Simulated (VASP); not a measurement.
## SiO2 (Stishovite): single point with PBE

Crystal: SiO2 (Stishovite).

```
CELL_PARAMETERS angstrom
4.17730 0.00000 0.00000
0.00000 4.17730 0.00000
0.00000 0.00000 2.66520
ATOMIC_POSITIONS crystal
Si 0.00000 0.00000 0.00000
Si 0.50000 0.50000 0.50000
O 0.30590 0.30590 0.00000
O 0.19410 0.80590 0.50000
O 0.69410 0.69410 0.00000
O 0.80590 0.19410 0.50000
```

```json
{
 "Program": "VASP 6.6.1",
 "Task": "single point",
 "Functional": "PBE",
 "Potentials or basis": "VASP PAW PBE potentials, release 64 (Si, O)",
 "Cutoff": "520 eV",
 "k mesh": "4 × 4 × 4",
 "Occupations": "gaussian, width 0.01 eV",
 "Spin": "no spin polarisation",
 "Dipole correction": "no",
 "Further INCAR settings": "ALGO = Normal; EDIFF = 1e-06; NBANDS = 25"
}
```

The pressure is 11.4 GPa, the largest force is 0.099 eV/Å and the band gap on the k mesh is 5.62 eV, direct.

Forces in eV/Å, atoms in the order of the input:
```
Si   0.000  0.000  0.000
Si   0.000  0.000  0.000
O   -0.070 -0.070  0.000
O    0.070 -0.070  0.000
O    0.070  0.070  0.000
O   -0.070  0.070  0.000
```

Stress tensor (GPa, compression positive):
```
10.48  0.00  0.00
 0.00 10.48  0.00
 0.00  0.00 13.22
```

Levels at points of the mesh, in eV from the valence-band top:
```csv
k point,band 13,band 14,band 15,band 16,band 17,band 18,band 19,band 20
"(0.00, 0.00, 0.00)",-2.51,-0.88,-0.88,0.00,5.62,6.72,8.52,8.52
"(0.50, 0.00, 0.00)",-2.69,-2.69,-1.07,-1.07,7.76,7.76,9.10,9.10
"(0.50, 0.50, 0.00)",-2.68,-2.68,-2.29,-2.29,7.45,7.45,10.09,10.09
"(0.00, 0.00, 0.50)",-3.08,-3.08,-2.69,-2.69,9.11,9.11,12.66,12.66
"(0.50, 0.00, 0.50)",-2.29,-2.29,-1.76,-1.76,8.80,8.80,9.87,9.87
"(0.50, 0.50, 0.50)",-1.77,-1.77,-1.56,-1.56,7.19,7.19,11.04,11.04
```

Run time: 37 s on 1 thread of AMD EPYC 7R13, with other jobs on the host, peak memory 0.12 GiB.

Caveat: the k points lie up to 0.59 Å⁻¹ apart.
